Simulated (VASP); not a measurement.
Write the native input for VASP 6.6.1 that does the following.

```
Task                   : single point
Functional             : PBEsol
Potentials or basis    : VASP PAW PBE potentials, release 64 (Ag)
Cutoff                 : 520 eV
k mesh                 : 13 × 13 × 13
Occupations            : fermi-dirac, width 0.1 eV
Spin                   : no spin polarisation
Dipole correction      : no
Further INCAR settings : ALGO = Normal; EDIFF = 1e-06; NBANDS = 12
```

The structure of Ag lies in POSCAR:

```
Ag
1.0
    2.7553470081      0.0000000000      0.0000000000
    0.0000000000      2.7553470081      0.0000000000
    0.0000000000      0.0000000000      2.7553470081
Ag
1
Direct
    0.0000000000      0.0000000000      0.0000000000
```

This cell differs from its parent crystal: volume scaled by 1.08.

These files were run (other wordings do the same):

INCAR

```
ALGO     = Normal         # electronic algorithm
EDIFF    = 1E-6           # SCF threshold, eV
ENCUT    = 520            # plane-wave cutoff, eV
GGA      = PS             # functional
ISIF     = 2              # what is computed and relaxed
ISMEAR   = -1             # smearing method
LASPH    = T              # aspherical terms in the spheres
LCHARG   = T              # write CHGCAR
LELF     = T              # ELF
LREAL    = F              # projectors in reciprocal space
LVHAR    = T            
LWAVE    = F              # write WAVECAR
NBANDS   = 12             # bands
NELM     = 80             # most SCF steps
PREC     = Accurate       # precision mode
SIGMA    = 0.1            # smearing width, eV
```

KPOINTS

```
k-points
0
Gamma
  13 13 13
```

Potentials or basis: VASP PAW PBE potentials, release 64 (Ag).

Command:

```console
$ cat potpaw_PBE.64/Ag/POTCAR > POTCAR
$ mpirun -np 1 vasp_std > vasp.out
```

It gave:

```
Pressure : -5.6 GPa
```

Caveat: the PAW data sets were made with another functional, which shifts forces and pressure a little.

Run time: 5.3 s on 1 thread of Intel(R) Xeon(R) 6975P-C (Granite Rapids) (shared host), peak memory 0.13 GiB.
